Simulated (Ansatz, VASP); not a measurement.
## One calculation of Sn, two programs

```xyz
2
Lattice="-0.0649 3.2131 3.2131 3.2131 -0.0649 3.2131 3.2131 3.2131 -0.0649" Properties=species:S:1:pos:R:3 pbc="T T T"
Sn    3.1807    3.1807    3.1807
Sn    4.7710    4.7710    4.7710
```

Change from the starting cell: equal xy, yz and zx shear strains of -2 %, crystal datasets.

Alike in both runs: task electric field gradients; functional PBE; k mesh 9 × 9 × 9; occupations fermi-dirac, width 0.03 eV; no spin polarisation.

|  | VASP | Ansatz |
| --- | --- | --- |
| version | VASP 6.6.1 | Ansatz 0.2.0 |
| potentials or method | VASP PAW PBE potentials, release 64 (Sn_d), cutoff 520 eV | all-electron PAW with datasets made for the crystal, scalar-relativistic |

|  | VASP | Ansatz | Ansatz less VASP |
| --- | --- | --- | --- |
| pressure (GPa) | 3.2 | 3.3 | +0.06 |
| traceless stress, the component that is largest in VASP (GPa) | 1.12 | 1.12 | +0.001 |
| rms of the force components (eV/Å) | 0.216 | 0.216 | +0.0003 |
| size of Vzz on the site where it differs most (V/Å²) | 30.9 | 30.0 | -0.87 |

Atom by atom the forces differ by 0.000 eV/Å (rms over components). Ansatz ran all-electron here, and VASP with PAW potentials.
